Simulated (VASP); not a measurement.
# Mo in VASP: notebook

Runs on Mo. Level: r2SCAN. Tasks: single point.

All numbers are computed with VASP 6.6.1; they aren't measurements. Logs are shortened: lines on timing, memory, paths and dates and some standing lists are left out, and cuts for length are marked.

### Step 1. The cell of the first run

The structure is hexagonal, space group P6/mmm (No. 191). The conventional cell has a = 2.736 Å, b = 2.736 Å, c = 2.555 Å, α = 90.00°, β = 90.00°, γ = 120.00°. Mo (site symmetry 6/mmm) has 8 Mo at 2.56 to 2.74 Å within 3.4 Å.

This isn't the form of Mo at room conditions, which is bcc.

### Step 2. Single point, r2SCAN

File POSCAR:

```
Mo
1.0
    2.7355100000      0.0000000000      0.0000000000
   -1.3677550000      2.3690210000      0.0000000000
    0.0000000000      0.0000000000      2.5551810000
Mo
1
Direct
    0.0000000000      0.0000000000      0.5000000000
```

File INCAR.step1:

```
  PREC = Accurate
  ENCUT = 550
  ISMEAR = -1
  SIGMA = 0.1
  LREAL = F
  LASPH = T
  NELM = 120
  NBANDS = 13
  GGA = PE
  ALGO = Normal
  EDIFF = 1E-5
  LWAVE = T
  LCHARG = F
  GGA_COMPAT = F
```

File INCAR.step2:

```
  PREC = Accurate
  ENCUT = 550
  EDIFF = 1E-6
  ISMEAR = -1
  SIGMA = 0.1
  LREAL = F
  LASPH = T
  NELM = 120
  ALGO = Normal
  ISIF = 2
  LWAVE = F
  LCHARG = F
  METAGGA = R2SCAN
  LMIXTAU = T
  NBANDS = 13
  ISTART = 1
  GGA_COMPAT = F
```

File KPOINTS:

```
Automatic mesh
0
Gamma
  14 14 13
```

Potentials or basis: VASP PAW PBE potentials, release 64 (Mo_sv).

Started as:

```
$ cat potpaw_PBE.64/Mo_sv/POTCAR > POTCAR
$ cp INCAR.step1 INCAR
$ mpirun -np 1 vasp_std > vasp.out
$ cp INCAR.step2 INCAR
$ mpirun -np 1 vasp_std > vasp.out
```

OUTCAR:

```text
PREC = Accurate
   ENCUT = 550
   EDIFF = 1E-6
   ISMEAR = -1
   LREAL = F
   LASPH = T
   NELM = 120
   ISIF = 2
   METAGGA = R2SCAN
   ISTART = 1

 ion  position               nearest neighbor table
   1  0.000  0.000  0.500-

  LATTYP: Found a hexagonal cell.
 ALAT       =     2.7355100000
 C/A-ratio  =     0.9340784717

  Lattice vectors:

 A1 = (   2.7355100000,   0.0000000000,   0.0000000000)
 A2 = (  -1.3677550000,   2.3690210000,   0.0000000000)
 A3 = (   0.0000000000,   0.0000000000,   2.5551810000)

Analysis of symmetry for initial positions (statically):
=====================================================================
 Subroutine PRICEL returns:
 Original cell was already a primitive cell.

 Routine SETGRP: Setting up the symmetry group for a
 hexagonal supercell.

 Subroutine GETGRP returns: Found 24 space group operations
 (whereof 24 operations were pure point group operations)
 out of a pool of 24 trial point group operations.

The static configuration has the point symmetry D_6h.

Analysis of symmetry for dynamics (positions and initial velocities):
=====================================================================
 Subroutine PRICEL returns:
 Original cell was already a primitive cell.

 Routine SETGRP: Setting up the symmetry group for a
 hexagonal supercell.

 Subroutine GETGRP returns: Found 24 space group operations
 (whereof 24 operations were pure point group operations)
 out of a pool of 24 trial point group operations.

The dynamic configuration has the point symmetry D_6h.

 Subroutine INISYM returns: Found 24 space group operations
 (whereof 24 operations are pure point group operations),
 and found     1 'primitive' translations

----------------------------------------------------------------------------------------

                                     Primitive cell

  volume of cell :      16.5588

  direct lattice vectors                    reciprocal lattice vectors
     2.735510000  0.000000000  0.000000000     0.365562546  0.211057648  0.000000000
    -1.367755000  2.369021000  0.000000000     0.000000000  0.422115296  0.000000000
     0.000000000  0.000000000  2.555181000     0.000000000  0.000000000  0.391361708

  length of vectors
[... 83 lines left out ...]
   NSW    =      0    number of steps for IOM
   IBRION =     -1    ionic relax: 0-MD 1-quasi-New 2-CG
   NFREE  =      0    steps in history (QN), initial steepest desc. (CG)
   ISIF   =      2    stress and relaxation
   ISYM   =      2    0-nonsym 1-usesym 2-fastsym
   POTIM  = 0.5000    time-step for ionic-motion
   TEBEG  =    0.0;   TEEND  =   0.0 temperature during run
   PSTRESS=    0.0 pullay stress
   NELECT =      14.0000    total number of electrons
   NUPDOWN=      -1.0000    fix difference up-down
   EMIN   =  10.00;   EMAX   =-10.00  energy-range for DOS
   EFERMI =   0.00;   METHOD = LEGACY
   ISMEAR =    -1;   SIGMA  =   0.10  broadening in eV -4-tet -1-fermi 0-gaus
   EFERMI_NEDOS =   21; number of points for ismear=-14 and -15
   IALGO  =     38    algorithm
   IMIX   =      4    mixing-type and parameters
     AMIX     =   0.40;   BMIX     =  1.00
     AMIX_MAG =   1.60;   BMIX_MAG =  1.00
  volume/ion in A,a.u.               =      16.56       111.74
  Fermi-wavevector in a.u.,A,eV,Ry     =   1.548013  2.925320 32.604234  2.396344
  Thomas-Fermi vector in A             =   2.653024
   LORBIT       =      0    0 simple, 1 ext, 2 COOP (PROOUT), +10 PAW based schemes
   METAGGA = R2SCAN    functional components
   LHFCALC =     F    Hartree Fock is set to
   AEXX    =    0.0000 exact exchange contribution
   IVDW    =     0    specifies the selected vdW correction
   LEPSILON=     F    determine dielectric tensor
   LRPA    =     F    only Hartree local field effects (RPA)
 non-spin polarized calculation
  energy-cutoff  :      550.00
  volume of cell :       16.56
 maximum number of plane-waves:       496
 NGX is ok and might be reduce to    24
   NGX = 11   NGY = 11   NGZ =  9

 number of electron      13.9999998 magnetization

 Free energy of the ion-electron system (eV)
  ---------------------------------------------------
  ext. energy  EPLUGINS =         0.00000000
  ---------------------------------------------------
  free energy    TOTEN  =       -25.16259738 eV

  energy without entropy =      -25.13824589  energy(sigma->0) =      -25.15042163

 E-fermi :  11.5665     XC(G=0): -14.1406

 val. band max:       11.5600218506   @ k =   0.1429   0.1429   0.4615
 cond. band min:      11.6083337406   @ k =   0.5000   0.0000   0.3846
 fundamental gap:      0.0483118900
 Fermi energy:        11.5664973293

 k-point     1 :       0.0000    0.0000    0.0000
  band No.  band energies     occupation
      1     -51.4438      2.00000
      2     -23.9405      2.00000
      3     -23.9405      2.00000
      4     -23.8668      2.00000
      5       4.3749      2.00000
      6       6.8638      2.00000
      7      10.6106      1.99986
      8      10.6106      1.99986
      9      15.9486      0.00000
     10      15.9486      0.00000
     11      25.0794      0.00000
     12      28.3112      0.00000
     13      33.3886      0.00000
[... 354 lines left out ...]
  band No.  band energies     occupation
      1     -51.1651      2.00000
      2     -25.0879      2.00000
      3     -24.8632      2.00000
      4     -23.6838      2.00000
      5       8.3895      2.00000
      6       8.8679      2.00000
      7       9.8034      2.00000
      8      13.4243      0.00000
      9      13.9083      0.00000
     10      19.4722      0.00000
     11      20.6497      0.00000
     12      21.1280      0.00000
     13      32.3024      0.00000

 [... further k-points ...]

------------------------ aborting loop because EDIFF is reached ----------------------------------------

  FORCE on cell =-STRESS in cart. coord.  units (eV):
  Direction    XX          YY          ZZ          XY          YZ          ZX
  --------------------------------------------------------------------------------------
  -------------------------------------------------------------------------------------
  Total        0.3556105      0.3556105     -0.1200883      0.0000000     -0.0000000      0.0000000
  in kB       34.4077502     34.4077458    -11.6193650      0.0000000     -0.0000000      0.0000000
  external PRESSURE =      19.0653770 kB  Pullay stress =       0.0000000 kB

 VOLUME and BASIS-vectors are now :
 -----------------------------------------------------------------------------
  energy-cutoff  :      550.00
  volume of cell :       16.56
      direct lattice vectors                 reciprocal lattice vectors
     2.735510000  0.000000000  0.000000000     0.365562546  0.211057648  0.000000000
    -1.367755000  2.369021000  0.000000000     0.000000000  0.422115296  0.000000000
     0.000000000  0.000000000  2.555181000     0.000000000  0.000000000  0.391361708

 POSITION                                       TOTAL-FORCE (eV/Angst)
 -----------------------------------------------------------------------------------
      0.00000      0.00000      1.27759        -0.000000      0.000000      0.000000
 -----------------------------------------------------------------------------------
    total drift:                                0.000000      0.000000      0.000000

  FREE ENERGIE OF THE ION-ELECTRON SYSTEM (eV)
  ---------------------------------------------------
  free  energy   TOTEN  =       -25.1625973811 eV

  energy  without entropy=      -25.1382458869  energy(sigma->0) =      -25.15042163
```

OUTCAR.step1:

```text
PREC = Accurate
   ENCUT = 550
   ISMEAR = -1
   LREAL = F
   LASPH = T
   NELM = 120
[... 599 lines left out ...]

 POSITION                                       TOTAL-FORCE (eV/Angst)
 -----------------------------------------------------------------------------------
      0.00000      0.00000      1.27759        -0.000000      0.000000      0.000000
 -----------------------------------------------------------------------------------
    total drift:                               -0.000000      0.000000      0.000000

  FREE ENERGIE OF THE ION-ELECTRON SYSTEM (eV)
  ---------------------------------------------------
  free  energy   TOTEN  =       -10.0674970549 eV

  energy  without entropy=      -10.0388717358  energy(sigma->0) =      -10.05318440
```

OSZICAR.step1:

```text
N       E                     dE             d eps       ncg     rms          rms(c)
DAV:   1     0.115903210016E+03    0.11590E+03   -0.93925E+03  4440   0.116E+03
DAV:   2    -0.900797977378E+01   -0.12491E+03   -0.12040E+03  4888   0.338E+02
DAV:   3    -0.105247452315E+02   -0.15168E+01   -0.15123E+01  5158   0.381E+01
DAV:   4    -0.105293386386E+02   -0.45934E-02   -0.45933E-02  4933   0.236E+00
DAV:   5    -0.105293769303E+02   -0.38292E-04   -0.38291E-04  5193   0.182E-01    0.130E+01
DAV:   6    -0.101212040225E+02    0.40817E+00   -0.53996E-01  4433   0.870E+00    0.411E+00
DAV:   7    -0.100697008277E+02    0.51503E-01   -0.10564E-01  4928   0.367E+00    0.737E-01
DAV:   8    -0.100674469694E+02    0.22539E-02   -0.34571E-03  4518   0.742E-01    0.901E-02
DAV:   9    -0.100674914870E+02   -0.44518E-04   -0.41471E-05  5488   0.789E-02    0.587E-02
DAV:  10    -0.100674970549E+02   -0.55679E-05   -0.11021E-05  3029   0.394E-02
   1 F= -.10067497E+02 E0= -.10053184E+02  d E =-.286253E-01
```

It took 3.5 min on 1 thread of Oxide Virtual Turin-like, shared host; peak memory 0.13 GiB.

Results:

```
Free energy            : -25.1626 eV
Pressure               : 1.9 GPa
Band gap on the k mesh : zero (bands 7 and 8 overlap by 1.92 eV)
```

Stress tensor (GPa, compression positive):
```
 3.44  0.00  0.00
 0.00  3.44  0.00
 0.00  0.00 -1.16
```

Levels at points of the mesh, in eV from the Fermi level:
| k point | band 4 | band 5 | band 6 | band 7 | band 8 | band 9 | band 10 | band 11 |
| --- | --- | --- | --- | --- | --- | --- | --- | --- |
| (0.00, 0.00, 0.00) | -35.43 | -7.19 | -4.70 | -0.96 | -0.96 | 4.38 | 4.38 | 13.51 |
| (0.50, 0.00, 0.00) | -35.27 | -5.22 | -3.39 | 0.96 | 1.16 | 3.70 | 4.57 | 10.63 |

Caveat: the PAW data sets were made with another functional, which shifts forces and pressure a little.

### Step 3. Single point, r2SCAN

File POSCAR:

```
Mo
1.0
    2.7355100000     -0.0136775500     -0.0136775500
   -1.3796001050      2.3758597750     -0.0050063300
   -0.0127759050     -0.0127759050      2.5551810000
Mo
1
Direct
    0.0000000000      0.0000000000      0.5000000000
```

File INCAR.step1:

```
PREC = Accurate
ENCUT = 550
ISMEAR = -1
SIGMA = 0.1
LREAL = False
LASPH = True
NELM = 120
NBANDS = 13
GGA = PE
ALGO = Normal
EDIFF = 1E-5
LWAVE = True
LCHARG = False
GGA_COMPAT = False
```

File INCAR.step2:

```
PREC = Accurate
ENCUT = 550
EDIFF = 1E-6
ISMEAR = -1
SIGMA = 0.1
LREAL = False
LASPH = True
NELM = 120
ALGO = Normal
ISIF = 2
LWAVE = False
LCHARG = True
METAGGA = R2SCAN
LMIXTAU = True
LELF = True
LVHAR = True
NBANDS = 13
ISTART = 1
GGA_COMPAT = False
```

KPOINTS is that of step 2.

Potentials or basis: VASP PAW PBE potentials, release 64 (Mo_sv).

Started as:

```
$ cat potpaw_PBE.64/Mo_sv/POTCAR > POTCAR
$ cp INCAR.step1 INCAR
$ mpirun -np 1 vasp_std > vasp.out
$ cp INCAR.step2 INCAR
$ mpirun -np 1 vasp_std > vasp.out
```

OUTCAR:

```text
PREC = Accurate
   ENCUT = 550
   EDIFF = 1E-6
   ISMEAR = -1
   LREAL = False
   LASPH = True
   NELM = 120
   ISIF = 2
   METAGGA = R2SCAN
   ISTART = 1

 ion  position               nearest neighbor table
   1  0.000  0.000  0.500-

  LATTYP: Found a triclinic cell.
 ALAT       =     2.7473680466
 B/A-ratio  =     1.7246180232
 C/A-ratio  =     1.3692847213
 COS(alpha) =     0.0004781421
 COS(beta)  =     0.3658122347
 COS(gamma) =     0.8672748607
[... 566 lines left out ...]
     11      27.3778      0.00000
     12      29.0427      0.00000
     13      30.8422      0.00000

 [... further k-points ...]

------------------------ aborting loop because EDIFF is reached ----------------------------------------

  FORCE on cell =-STRESS in cart. coord.  units (eV):
  Direction    XX          YY          ZZ          XY          YZ          ZX
  --------------------------------------------------------------------------------------
  -------------------------------------------------------------------------------------
  Total        0.3552559      0.3604958     -0.1266848     -0.0385220     -0.1087409     -0.1086538
  in kB       34.3760228     34.8830607    -12.2585468     -3.7275490    -10.5222155    -10.5137902
  external PRESSURE =      19.0001789 kB  Pullay stress =       0.0000000 kB

 VOLUME and BASIS-vectors are now :
 -----------------------------------------------------------------------------
  energy-cutoff  :      550.00
  volume of cell :       16.56
      direct lattice vectors                 reciprocal lattice vectors
     2.735510000 -0.013677550 -0.013677550     0.366641561  0.212905344  0.002897735
    -1.379600105  2.375859775 -0.005006330     0.002121289  0.422136509  0.002121289
    -0.012775905 -0.012775905  2.555181000     0.001966741  0.001966741  0.391381375

 POSITION                                       TOTAL-FORCE (eV/Angst)
 -----------------------------------------------------------------------------------
     -0.00639     -0.00639      1.27759        -0.000000     -0.000000      0.000000
 -----------------------------------------------------------------------------------
    total drift:                                0.000000      0.000000      0.000000

  FREE ENERGIE OF THE ION-ELECTRON SYSTEM (eV)
  ---------------------------------------------------
  free  energy   TOTEN  =       -25.1638702273 eV

  energy  without entropy=      -25.1394951774  energy(sigma->0) =      -25.15168270
```

OSZICAR.step1:

```text
N       E                     dE             d eps       ncg     rms          rms(c)
DAV:   1     0.116291486184E+03    0.11629E+03   -0.94124E+03 33458   0.116E+03
DAV:   2    -0.901747336614E+01   -0.12531E+03   -0.12112E+03 37211   0.339E+02
DAV:   3    -0.105261486450E+02   -0.15087E+01   -0.15039E+01 39056   0.380E+01
DAV:   4    -0.105307361331E+02   -0.45875E-02   -0.45874E-02 37446   0.236E+00
DAV:   5    -0.105307740609E+02   -0.37928E-04   -0.37927E-04 39551   0.182E-01    0.131E+01
DAV:   6    -0.101224172125E+02    0.40836E+00   -0.54037E-01 33886   0.871E+00    0.411E+00
DAV:   7    -0.100709024998E+02    0.51515E-01   -0.10550E-01 37826   0.367E+00    0.737E-01
DAV:   8    -0.100686448891E+02    0.22576E-02   -0.34716E-03 34766   0.743E-01    0.906E-02
DAV:   9    -0.100686894899E+02   -0.44601E-04   -0.41443E-05 41991   0.788E-02    0.588E-02
DAV:  10    -0.100686947453E+02   -0.52554E-05   -0.11001E-05 23573   0.394E-02
   1 F= -.10068695E+02 E0= -.10054458E+02  d E =-.284738E-01
```

Run time: 22 min. Hardware: 1 thread of Oxide Virtual Turin-like, shared host; peak memory 0.34 GiB.

What came out:

```yaml
Free_energy: -25.1639 eV
Pressure: 1.9 GPa
Band_gap_on_the_k_mesh: zero (bands 7 and 8 overlap by 1.88 eV)
```

Caveat: the PAW data sets were made with another functional, which shifts forces and pressure a little.

### Step 4. Single point, r2SCAN

File POSCAR:

```
Mo
1.0
    2.7355100000     -0.0068387750     -0.0068387750
   -1.3736775525      2.3724403875     -0.0025031650
   -0.0063879525     -0.0063879525      2.5551810000
Mo
1
Direct
    0.0000000000      0.0000000000      0.5000000000
```

File INCAR.step1:

```
PREC     = Accurate       # precision mode
ENCUT    = 550            # plane-wave cutoff, eV
ISMEAR   = -1             # smearing method
SIGMA    = 0.1            # smearing width, eV
LREAL    = F              # projectors in reciprocal space
LASPH    = T              # aspherical terms in the spheres
NELM     = 120            # most SCF steps
NBANDS   = 13             # bands
GGA      = PE             # functional
ALGO     = Normal         # electronic algorithm
EDIFF    = 1E-5           # SCF threshold, eV
LWAVE    = T              # write WAVECAR
LCHARG   = F              # write CHGCAR
GGA_COMPAT= F
```

File INCAR.step2:

```
PREC     = Accurate       # precision mode
ENCUT    = 550            # plane-wave cutoff, eV
EDIFF    = 1E-6           # SCF threshold, eV
ISMEAR   = -1             # smearing method
SIGMA    = 0.1            # smearing width, eV
LREAL    = F              # projectors in reciprocal space
LASPH    = T              # aspherical terms in the spheres
NELM     = 120            # most SCF steps
ALGO     = Normal         # electronic algorithm
ISIF     = 2              # what is computed and relaxed
LWAVE    = F              # write WAVECAR
LCHARG   = T              # write CHGCAR
METAGGA  = R2SCAN         # meta-GGA
LMIXTAU  = T            
LELF     = T              # ELF
LVHAR    = T            
NBANDS   = 13             # bands
ISTART   = 1            
GGA_COMPAT= F
```

File KPOINTS:

```
regular mesh
0
Gamma
  14 14 13
```

Started as:

```
$ cat potpaw_PBE.64/Mo_sv/POTCAR > POTCAR
$ cp INCAR.step1 INCAR
$ mpirun -np 1 vasp_std > vasp.out
$ cp INCAR.step2 INCAR
$ mpirun -np 1 vasp_std > vasp.out
```

Wall time 27 min (1 thread of Oxide Virtual Turin-like, shared host); peak memory 0.34 GiB.

Results (log left out):

| Item | Value |
| --- | --- |
| Free energy | -25.1629 eV |
| Pressure | 1.9 GPa |
| Band gap on the k mesh | zero (bands 7 and 8 overlap by 1.89 eV) |

Stress tensor (GPa, compression positive):
```
 3.43 -0.19 -0.53
-0.19  3.44 -0.53
-0.53 -0.53 -1.19
```

Levels at points of the mesh, in eV from the Fermi level:
| k point | band 5 | band 6 | band 7 | band 8 | band 9 | band 10 |
| --- | --- | --- | --- | --- | --- | --- |
| (0.00, 0.00, 0.00) | -7.19 | -4.70 | -1.02 | -0.90 | 4.37 | 4.39 |
| (0.50, 0.00, 0.00) | -5.23 | -3.38 | 0.99 | 1.16 | 3.68 | 4.58 |
| (0.00, 0.50, 0.00) | -5.22 | -3.40 | 0.96 | 1.16 | 3.70 | 4.57 |
| (0.50, 0.50, 0.00) | -5.22 | -3.41 | 0.93 | 1.17 | 3.72 | 4.56 |

Caveat: the PAW data sets were made with another functional, which shifts forces and pressure a little.

### Step 5. Overview

| cell | gap on the mesh (eV) | pressure (GPa) |
| --- | --- | --- |
| a = 2.736, b = 2.736, c = 2.555 Å, angles 90.0, 90.0, 120.0°, 1 atom | none | 1.9 |
| a = 2.736, b = 2.747, c = 2.555 Å, angles 90.2, 90.6, 120.4°, 1 atom | none | 1.9 |
| a = 2.736, b = 2.741, c = 2.555 Å, angles 90.1, 90.3, 120.2°, 1 atom | none | 1.9 |

Alike in all rows: task single point; level r2SCAN; potentials or basis VASP PAW PBE potentials, release 64 (Mo_sv); no spin polarisation; k mesh 14 × 14 × 13; cutoff (eV) 550; smearing fermi-dirac 0.1 eV.

Caveats: the PAW data sets were made with another functional, which shifts forces and pressure a little.

Absolute energies hang on the potentials; compare differences alone.

The gap in the log of VASP goes by the Fermi energy; the results here count the filled bands.